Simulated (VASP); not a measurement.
## PrAs3Au2: relaxation of cell and atoms with PBE

PrAs3Au2:

```
Pr As Au
1.0
     4.25855    0.00000    0.00000
     0.00000    4.25855    0.00000
     0.00000    0.00000    7.64834
Pr As Au
1 3 2
Direct
  0.00000 0.00000 0.61039
  0.50000 0.00000 0.98533
  0.00000 0.50000 0.98533
  0.50000 0.50000 0.43480
  0.50000 0.50000 0.76766
  0.00000 0.00000 0.21649
```

The cell was built from a structure type or drawn by symmetry, and may not be a known phase.

```yaml
Program: VASP 6.6.1
Task: relaxation of cell and atoms
Functional: PBE
Potentials_or_basis: VASP PAW PBE potentials, release 64 (Pr_3, As, Au), 4f in core
Cutoff: 500 eV
k_mesh: 10 × 10 × 6
Occupations: gaussian, width 0.1 eV
Spin: no spin polarisation
Dipole_correction: no
Mended: yes
Further_INCAR_settings: ALGO = Normal; EDIFF = 1e-07; IBRION = 2; EDIFFG = -0.01; NSW = 100; ISIF = 3
```

The relaxed volume is 23.54 Å³/atom. The relaxed cell is a = 4.279 Å, b = 4.279 Å, c = 7.713 Å, α = 90.00°, β = 90.00°, γ = 90.00° and the space group after relaxing (to 0.1 Å) is P4mm (No. 99). The energy gained by relaxing is 2.2 meV/atom. The ionic steps are 18 and the pressure after relaxing is 0.0 GPa. The largest force after relaxing is 0.009 eV/Å and the band gap on the k mesh is zero (bands 24 and 25 overlap by 1.89 eV).

Forces in eV/Å, atoms in the order of the input:
```
Pr   0.000  0.000 -0.002
As   0.000  0.000  0.003
As   0.000  0.000  0.003
As   0.000  0.000  0.004
Au   0.000  0.000 -0.009
Au   0.000  0.000  0.002
```

The path:
```tsv
step	energy change (eV)	largest force (eV/Å)	pressure (GPa)	volume (Å³)
1	0.0000	0.1911	0.24	138.70
2	-0.0024	0.1014	-0.21	139.41
3	-0.0024	0.1005	-0.22	139.45
4	-0.0039	0.0872	0.00	139.10
5	-0.0043	0.1038	0.17	138.86
6	-0.0058	0.1000	0.14	139.04
7	-0.0091	0.0870	0.06	139.58
8	-0.0097	0.0742	-0.06	140.68
9	-0.0103	0.0680	-0.02	140.22
10	-0.0117	0.0497	0.08	140.38
11	-0.0123	0.0432	0.18	140.52
12	-0.0121	0.0556	-0.39	141.84
13	-0.0127	0.0429	-0.09	141.12
14	-0.0131	0.0131	-0.01	141.18
15	-0.0131	0.0139	-0.01	141.19
16	-0.0132	0.0160	0.01	141.14
17	-0.0132	0.0190	0.02	141.14
18	-0.0133	0.0093	-0.04	141.23
```

Final structure:
```
Pr As Au
1.0
     4.27897    0.00000    0.00000
     0.00000    4.27897    0.00000
     0.00000    0.00000    7.71345
Pr As Au
1 3 2
Direct
  0.00000 0.00000 0.60139
  0.50000 0.00000 0.98622
  0.00000 0.50000 0.98622
  0.50000 0.50000 0.44560
  0.50000 0.50000 0.77681
  0.00000 0.00000 0.20376
```

Levels at points of the mesh, in eV from the Fermi level:
```csv
k point,band 20,band 21,band 22,band 23,band 24,band 25,band 26,band 27,band 28
"(0.00, 0.00, 0.00)",-2.03,-1.41,-0.30,-0.02,-0.02,0.54,1.94,2.11,2.37
"(0.50, 0.00, 0.00)",-2.56,-1.51,-1.17,-0.56,-0.25,0.34,0.47,1.08,2.17
"(0.50, 0.50, 0.00)",-2.61,-2.61,-2.01,-0.86,-0.86,-0.08,2.35,3.11,3.11
"(0.00, 0.00, 0.50)",-1.94,-1.94,-0.28,-0.28,0.56,1.67,1.91,2.10,2.70
"(0.50, 0.00, 0.50)",-1.68,-1.55,-1.30,-0.73,-0.39,-0.33,-0.12,0.40,2.34
"(0.50, 0.50, 0.50)",-2.61,-2.61,-2.13,-0.91,-0.91,-0.91,2.36,3.11,3.11
```

Wall time 24 min on 1 thread of Intel(R) Xeon(R) 6975P-C (Granite Rapids), on a shared host, peak memory 0.47 GiB.

Caveat: spin-orbit coupling is left out, which moves the levels of the heavy elements; the 4f electrons are frozen in the core, so they carry no moment and show no levels. Spin polarisation is off, so any magnetic state and its effect on volume and gap are missing.
